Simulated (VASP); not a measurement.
A run of VASP 6.6.1 is set up as follows.

Contents of INCAR:

```
ALGO = Normal
DIPOL = 0.5 0.5 0.500
EDIFF = 1E-6
ENCUT = 520
GGA = PE
GGA_COMPAT = False
IDIPOL = 3
ISIF = 2
ISMEAR = 0
LASPH = True
LCHARG = False
LDIPOL = True
LREAL = False
LWAVE = False
NBANDS = 11
NELM = 120
NELMDL = -8
PREC = Accurate
SIGMA = 0.05
```

Contents of KPOINTS:

```
k-points
0
Gamma
  15 15 1
```

Contents of POSCAR:

```
C
1.0
    2.4665518600      0.0000000000      0.0000000000
   -1.2332759300      2.1360965710      0.0000000000
    0.0000000000      0.0000000000      9.0000000000
C
2
Direct
    0.0000000000      0.0000000000      0.5000000000
    0.6666666667      0.3333333333      0.5000000000
```

Potentials or basis: VASP PAW PBE potentials, release 64 (C).

Command:

```console
$ cat potpaw_PBE.64/C/POTCAR > POTCAR
$ mpirun -np 1 vasp_std > vasp.out
```

**Question.** Estimate the band gap on the k mesh.

**Answer.** Zero (filled and empty bands touch).
